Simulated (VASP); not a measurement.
# Sn3Te (Pm-3m) in VASP: a series of runs, part 2 of 2

VASP 6.6.1. The steps go on from the part before.

**4. Single point, LDA**

Input file INCAR:

```
PREC = Accurate
ENCUT = 520
EDIFF = 1E-6
ISMEAR = 1
SIGMA = 0.05
LREAL = False
LASPH = True
NELM = 60
ALGO = Fast
ISIF = 2
LWAVE = False
LCHARG = True
GGA = CA
LELF = True
LVHAR = True
NBANDS = 32
```

Input file KPOINTS:

```
regular mesh
0
Gamma
  8 8 8
```

Input file POSCAR:

```
Sn3Te
1.0
    4.8656220000      0.0000000000      0.0000000000
    0.0000000000      4.8656220000      0.0000000000
    0.0000000000      0.0000000000      4.8656220000
Te Sn
1 3
Direct
    0.0000000000      0.0000000000      0.0000000000
    0.0000000000      0.5000000000      0.5000000000
    0.5000000000      0.0000000000      0.5000000000
    0.5000000000      0.5000000000      0.0000000000
```

Potentials or basis: VASP PAW LDA potentials, release 64 (Te, Sn_d).

Started as:

```sh
$ cat potpaw_LDA.64/Te/POTCAR potpaw_LDA.64/Sn_d/POTCAR > POTCAR
$ mpirun -np 1 vasp_std > vasp.out
```

OUTCAR:

```text
PREC = Accurate
   ENCUT = 520
   EDIFF = 1E-6
   ISMEAR = 1
   LREAL = False
   LASPH = True
   NELM = 60
   ISIF = 2
   GGA = CA

 ion  position               nearest neighbor table
   1  0.000  0.000  0.000-   2 3.44   3 3.44   4 3.44   2 3.44   3 3.44   2 3.44   4 3.44   2 3.44
                             3 3.44   4 3.44   3 3.44   4 3.44
   2  0.000  0.500  0.500-   1 3.44   3 3.44   4 3.44   1 3.44   4 3.44   1 3.44   3 3.44   1 3.44
                             3 3.44   4 3.44   4 3.44   3 3.44
   3  0.500  0.000  0.500-   1 3.44   2 3.44   4 3.44   1 3.44   4 3.44   2 3.44   4 3.44   4 3.44
                             1 3.44   2 3.44   1 3.44   2 3.44
   4  0.500  0.500  0.000-   1 3.44   2 3.44   3 3.44   2 3.44   3 3.44   1 3.44   3 3.44   3 3.44
                             1 3.44   2 3.44   2 3.44   1 3.44

  LATTYP: Found a simple cubic cell.
 ALAT       =     4.8656220000

  Lattice vectors:

 A1 = (   4.8656220000,   0.0000000000,   0.0000000000)
 A2 = (   0.0000000000,   4.8656220000,   0.0000000000)
 A3 = (   0.0000000000,   0.0000000000,   4.8656220000)

Analysis of symmetry for initial positions (statically):
=====================================================================
 Subroutine PRICEL returns:
 Original cell was already a primitive cell.

 Routine SETGRP: Setting up the symmetry group for a
 simple cubic supercell.

 Subroutine GETGRP returns: Found 48 space group operations
 (whereof 48 operations were pure point group operations)
 out of a pool of 48 trial point group operations.

The static configuration has the point symmetry O_h .

Analysis of symmetry for dynamics (positions and initial velocities):
=====================================================================
 Subroutine PRICEL returns:
 Original cell was already a primitive cell.

 Routine SETGRP: Setting up the symmetry group for a
 simple cubic supercell.

 Subroutine GETGRP returns: Found 48 space group operations
 (whereof 48 operations were pure point group operations)
 out of a pool of 48 trial point group operations.
[... 126 lines left out ...]
  volume/ion in A,a.u.               =      28.80       194.34
  Fermi-wavevector in a.u.,A,eV,Ry     =   1.222785  2.310729 20.343484  1.495204
  Thomas-Fermi vector in A             =   2.357920
   LORBIT       =      0    0 simple, 1 ext, 2 COOP (PROOUT), +10 PAW based schemes
   GGA     = CA    functional components
   LHFCALC =     F    Hartree Fock is set to
   AEXX    =    0.0000 exact exchange contribution
   IVDW    =     0    specifies the selected vdW correction
   LEPSILON=     F    determine dielectric tensor
   LRPA    =     F    only Hartree local field effects (RPA)
 non-spin polarized calculation
 RMM-DIIS sequential band-by-band and
 Methfessel and Paxton  Order N= 1 SIGMA  =   0.05
  energy-cutoff  :      520.00
  volume of cell :      115.19
 maximum number of plane-waves:      3136
   NGX = 19   NGY = 19   NGZ = 19

 number of electron      48.0000021 magnetization

 Free energy of the ion-electron system (eV)
  ---------------------------------------------------
  ext. energy  EPLUGINS =         0.00000000
  ---------------------------------------------------
  free energy    TOTEN  =       -16.87228689 eV

  energy without entropy =      -16.87084765  energy(sigma->0) =      -16.87180714

 E-fermi :   7.5007     XC(G=0): -10.2881

 val. band max:        7.4962824757   @ k =   0.1250   0.1250   0.0000
 cond. band min:       7.5052976854   @ k =   0.5000   0.5000   0.0000
 fundamental gap:      0.0090152096
 Fermi energy:         7.5007133971

 k-point     1 :       0.0000    0.0000    0.0000
  band No.  band energies     occupation
      1     -14.1557      2.00000
      2     -14.1557      2.00000
      3     -14.1557      2.00000
      4     -14.1352      2.00000
      5     -14.1352      2.00000
      6     -14.1139      2.00000
[... 829 lines left out ...]
     31      12.0895      0.00000
     32      14.9541      0.00000

 [... further k-points ...]

------------------------ aborting loop because EDIFF is reached ----------------------------------------

  FORCE on cell =-STRESS in cart. coord.  units (eV):
  Direction    XX          YY          ZZ          XY          YZ          ZX
  --------------------------------------------------------------------------------------
  -------------------------------------------------------------------------------------
  Total       -2.6815311     -2.6815311     -2.6815311     -0.0000000      0.0000000     -0.0000000
  in kB      -37.2973801    -37.2973801    -37.2973801     -0.0000000      0.0000000     -0.0000000
  external PRESSURE =     -37.2973801 kB  Pullay stress =       0.0000000 kB

 VOLUME and BASIS-vectors are now :
 -----------------------------------------------------------------------------
  energy-cutoff  :      520.00
  volume of cell :      115.19
      direct lattice vectors                 reciprocal lattice vectors
     4.865622000  0.000000000  0.000000000     0.205523569  0.000000000  0.000000000
     0.000000000  4.865622000  0.000000000     0.000000000  0.205523569  0.000000000
     0.000000000  0.000000000  4.865622000     0.000000000  0.000000000  0.205523569

 POSITION                                       TOTAL-FORCE (eV/Angst)
 -----------------------------------------------------------------------------------
      0.00000      0.00000      0.00000         0.000000      0.000000      0.000000
      0.00000      2.43281      2.43281         0.000000      0.000000      0.000000
      2.43281      0.00000      2.43281         0.000000      0.000000      0.000000
      2.43281      2.43281      0.00000         0.000000      0.000000      0.000000
 -----------------------------------------------------------------------------------
    total drift:                                0.000000      0.000000      0.000000

  FREE ENERGIE OF THE ION-ELECTRON SYSTEM (eV)
  ---------------------------------------------------
  free  energy   TOTEN  =       -16.8722868885 eV

  energy  without entropy=      -16.8708476514  energy(sigma->0) =      -16.87180714
```

OSZICAR:

```text
N       E                     dE             d eps       ncg     rms          rms(c)
DAV:   1     0.447351833502E+03    0.44735E+03   -0.23334E+04  2296   0.209E+03
DAV:   2     0.412109282054E+02   -0.40614E+03   -0.39479E+03  2256   0.544E+02
DAV:   3    -0.143536890556E+02   -0.55565E+02   -0.53918E+02  2688   0.172E+02
DAV:   4    -0.168440789664E+02   -0.24904E+01   -0.24787E+01  2504   0.390E+01
DAV:   5    -0.169359963629E+02   -0.91917E-01   -0.91899E-01  3328   0.773E+00    0.638E+00
RMM:   6    -0.168877290770E+02    0.48267E-01   -0.53671E-02  2625   0.197E+00    0.388E+00
RMM:   7    -0.168728770142E+02    0.14852E-01   -0.56058E-02  2559   0.157E+00    0.314E-01
RMM:   8    -0.168720239328E+02    0.85308E-03   -0.69574E-03  2877   0.924E-01    0.117E-01
RMM:   9    -0.168722316030E+02   -0.20767E-03   -0.24953E-03  2960   0.368E-01    0.107E-01
RMM:  10    -0.168722809695E+02   -0.49366E-04   -0.59778E-04  3548   0.167E-01    0.231E-02
RMM:  11    -0.168722868493E+02   -0.58798E-05   -0.88189E-05  3377   0.579E-02    0.562E-02
RMM:  12    -0.168722881799E+02   -0.13306E-05   -0.18772E-05  3174   0.264E-02    0.442E-02
RMM:  13    -0.168722869196E+02    0.12603E-05   -0.57715E-06  2613   0.238E-02    0.954E-03
RMM:  14    -0.168722868885E+02    0.31171E-07   -0.11039E-06  1374   0.852E-03
   1 F= -.16872287E+02 E0= -.16871807E+02  d E =-.143924E-02
```

Wall time 1.8 min (1 thread of Intel Xeon Platinum 8175M at 2.50GHz (Skylake/Cascade Lake), shared host); peak memory 0.24 GiB.

Results:

```yaml
Free_energy: -16.8723 eV
Pressure: -3.7 GPa
Band_gap_on_the_k_mesh: zero (band 24 reaches 10.18 eV, above the bottom of band 25 at 6.99 eV)
```

Caveat: spin-orbit coupling is left out, which moves the levels of the heavy elements.

**5. Single point, LDA**

Input file INCAR:

```
SYSTEM = Sn3Te
PREC     = Accurate       ! precision mode
ENCUT    = 520            ! plane-wave cutoff, eV
EDIFF    = 1E-6           ! SCF threshold, eV
ISMEAR   = 1              ! smearing method
SIGMA    = 0.05           ! smearing width, eV
LREAL    = .FALSE.        ! projectors in reciprocal space
LASPH    = .TRUE.         ! aspherical terms in the spheres
NELM     = 100            ! most SCF steps
ALGO     = Fast           ! electronic algorithm
ISIF     = 2              ! what is computed and relaxed
LWAVE    = .FALSE.        ! write WAVECAR
LCHARG   = .TRUE.         ! write CHGCAR
GGA      = CA             ! functional
LELF     = .TRUE.         ! ELF
LVHAR    = .TRUE.       
NBANDS   = 32             ! bands
```

Input file KPOINTS:

```
regular mesh
0
G
  9 9 9
  0 0 0
```

POSCAR is that of step 4.

Potentials or basis: VASP PAW LDA potentials, release 64 (Te, Sn_d).

Started as:

```sh
$ cat potpaw_LDA.64/Te/POTCAR potpaw_LDA.64/Sn_d/POTCAR > POTCAR
$ mpirun -np 1 vasp_std > vasp.out
```

OUTCAR:

```text
SYSTEM = Sn3Te
   PREC = Accurate
   ENCUT = 520
   EDIFF = 1E-6
   ISMEAR = 1
   LREAL = .FALSE.
   LASPH = .TRUE.
   NELM = 100
   ISIF = 2
   GGA = CA

 ion  position               nearest neighbor table
   1  0.000  0.000  0.000-   2 3.44   3 3.44   4 3.44   2 3.44   3 3.44   2 3.44   4 3.44   2 3.44
                             3 3.44   4 3.44   3 3.44   4 3.44
   2  0.000  0.500  0.500-   1 3.44   3 3.44   4 3.44   1 3.44   4 3.44   1 3.44   3 3.44   1 3.44
                             3 3.44   4 3.44   4 3.44   3 3.44
   3  0.500  0.000  0.500-   1 3.44   2 3.44   4 3.44   1 3.44   4 3.44   2 3.44   4 3.44   4 3.44
                             1 3.44   2 3.44   1 3.44   2 3.44
   4  0.500  0.500  0.000-   1 3.44   2 3.44   3 3.44   2 3.44   3 3.44   1 3.44   3 3.44   3 3.44
                             1 3.44   2 3.44   2 3.44   1 3.44

  LATTYP: Found a simple cubic cell.
 ALAT       =     4.8656220000

  Lattice vectors:

 A1 = (   4.8656220000,   0.0000000000,   0.0000000000)
 A2 = (   0.0000000000,   4.8656220000,   0.0000000000)
 A3 = (   0.0000000000,   0.0000000000,   4.8656220000)

Analysis of symmetry for initial positions (statically):
=====================================================================
 Subroutine PRICEL returns:
 Original cell was already a primitive cell.
[... 179 lines left out ...]
 fundamental gap:      0.0289976581
 Fermi energy:         7.4705624884

 k-point     1 :       0.0000    0.0000    0.0000
  band No.  band energies     occupation
      1     -14.1666      2.00000
      2     -14.1666      2.00000
      3     -14.1666      2.00000
      4     -14.1441      2.00000
      5     -14.1441      2.00000
      6     -14.1257      2.00000
[... 829 lines left out ...]
     31      12.3768      0.00000
     32      14.5307      0.00000

 [... further k-points ...]

------------------------ aborting loop because EDIFF is reached ----------------------------------------

  FORCE on cell =-STRESS in cart. coord.  units (eV):
  Direction    XX          YY          ZZ          XY          YZ          ZX
  --------------------------------------------------------------------------------------
  -------------------------------------------------------------------------------------
  Total       -2.4198789     -2.4198789     -2.4198789     -0.0000000      0.0000000     -0.0000000
  in kB      -33.6580626    -33.6580626    -33.6580626     -0.0000000      0.0000000     -0.0000000
  external PRESSURE =     -33.6580626 kB  Pullay stress =       0.0000000 kB

 VOLUME and BASIS-vectors are now :
 -----------------------------------------------------------------------------
  energy-cutoff  :      520.00
  volume of cell :      115.19
      direct lattice vectors                 reciprocal lattice vectors
     4.865622000  0.000000000  0.000000000     0.205523569  0.000000000  0.000000000
     0.000000000  4.865622000  0.000000000     0.000000000  0.205523569  0.000000000
     0.000000000  0.000000000  4.865622000     0.000000000  0.000000000  0.205523569

 POSITION                                       TOTAL-FORCE (eV/Angst)
 -----------------------------------------------------------------------------------
      0.00000      0.00000      0.00000         0.000000      0.000000      0.000000
      0.00000      2.43281      2.43281         0.000000      0.000000      0.000000
      2.43281      0.00000      2.43281         0.000000      0.000000      0.000000
      2.43281      2.43281      0.00000         0.000000      0.000000      0.000000
 -----------------------------------------------------------------------------------
    total drift:                                0.000000      0.000000      0.000000

  FREE ENERGIE OF THE ION-ELECTRON SYSTEM (eV)
  ---------------------------------------------------
  free  energy   TOTEN  =       -16.8752628496 eV

  energy  without entropy=      -16.8751162696  energy(sigma->0) =      -16.87521399
```

stdout:

```text
POSCAR found type information on POSCAR TeSn
 POSCAR found :  2 types and       4 ions
 scaLAPACK will be used
 LDA part: xc-table for (Slater(with rela. corr.)+CA(PZ))
 , standard interpolation
 POSCAR, INCAR and KPOINTS ok, starting setup
 FFT: planning ... GRIDC
 FFT: planning ... GRID_SOFT
 FFT: planning ... GRID
 WAVECAR not read
 entering main loop
```

Wall time 91 s (1 thread of Intel Xeon Platinum 8175M at 2.50GHz (Skylake/Cascade Lake), shared host); peak memory 0.24 GiB.

What came out:

```
Free energy            : -16.8753 eV
Pressure               : -3.4 GPa
Band gap on the k mesh : zero (band 24 reaches 9.83 eV, above the bottom of band 25 at 6.97 eV)
```

Levels at points of the mesh, in eV from the Fermi level:
| k point | band 20 | band 21 | band 22 | band 23 | band 24 | band 25 | band 26 | band 27 | band 28 | band 29 |
| --- | --- | --- | --- | --- | --- | --- | --- | --- | --- | --- |
| (0.00, 0.00, 0.00) | -4.25 | -4.25 | -4.25 | 0.32 | 0.32 | 0.32 | 1.79 | 1.79 | 1.79 | 4.54 |

Caveat: spin-orbit coupling is left out, which moves the levels of the heavy elements.

**6. Single point, LDA (volume scaled by 0.94)**

Input file INCAR:

```
ALGO = Normal
EDIFF = 1E-6
ENCUT = 520
ISIF = 2
ISMEAR = -1
LASPH = T
LCHARG = F
LREAL = F
LWAVE = F
NBANDS = 32
NELM = 80
PREC = Accurate
SIGMA = 0.05
```

Input file KPOINTS:

```
k-points
0
Gamma
  6 6 6
```

Input file POSCAR:

```
Sn3Te
1.0
    4.7662957215      0.0000000000      0.0000000000
    0.0000000000      4.7662957215      0.0000000000
    0.0000000000      0.0000000000      4.7662957215
Te Sn
1 3
Direct
    0.0000000000      0.0000000000      0.0000000000
    0.0000000000      0.5000000000      0.5000000000
    0.5000000000      0.0000000000      0.5000000000
    0.5000000000      0.5000000000      0.0000000000
```

Potentials or basis: VASP PAW LDA potentials, release 64 (Te, Sn_d).

Started as:

```sh
$ cat potpaw_LDA.64/Te/POTCAR potpaw_LDA.64/Sn_d/POTCAR > POTCAR
$ mpirun -np 1 vasp_std > vasp.out
```

Run time: 17 s. Hardware: 1 thread of Intel Xeon 6975P-C (Granite Rapids), shared host; peak memory 0.2 GiB.

The run converged. Its results:

```
Free energy            : -17.0018 eV
Pressure               : -0.7 GPa
Band gap on the k mesh : zero (band 24 reaches 11.20 eV, above the bottom of band 25 at 7.68 eV)
```

Levels at points of the mesh, in eV from the Fermi level:
| k point | band 22 | band 23 | band 24 | band 25 | band 26 | band 27 |
| --- | --- | --- | --- | --- | --- | --- |
| (0.00, 0.00, 0.00) | -4.44 | 0.44 | 0.44 | 0.44 | 1.96 | 1.96 |
| (0.50, 0.00, 0.00) | -1.86 | -1.86 | -1.55 | -0.45 | 2.09 | 2.36 |
| (0.50, 0.50, 0.00) | -1.90 | -1.90 | -0.67 | -0.16 | -0.16 | 0.09 |
| (0.50, 0.50, 0.50) | -5.49 | -4.59 | 3.07 | 3.07 | 3.07 | 5.63 |

Caveat: spin-orbit coupling is left out, which moves the levels of the heavy elements.

**7. The runs side by side**

```csv
cell,k mesh,smearing,gap on the mesh (eV),pressure (GPa)
"a = 4.866 Å, 4 atoms",5 × 5 × 5,methfessel-paxton 0.05 eV,none,-2.9
"a = 4.866 Å, 4 atoms",6 × 6 × 6,methfessel-paxton 0.05 eV,none,-3.5
"a = 4.866 Å, 4 atoms",8 × 8 × 8,methfessel-paxton 0.05 eV,none,-3.7
"a = 4.866 Å, 4 atoms",9 × 9 × 9,methfessel-paxton 0.05 eV,none,-3.4
"a = 4.766 Å, 4 atoms",6 × 6 × 6,fermi-dirac 0.05 eV,none,-0.7
```

Alike in all rows: task single point; level LDA; potentials or basis VASP PAW LDA potentials, release 64 (Te, Sn_d); no spin polarisation; cutoff (eV) 520.

Every run on the cell as given and a fine mesh finds a metal.

Caveats: spin-orbit coupling is left out, which moves the levels of the heavy elements.

Total energies depend on the potentials used, so only differences within one code and one set of settings carry meaning.
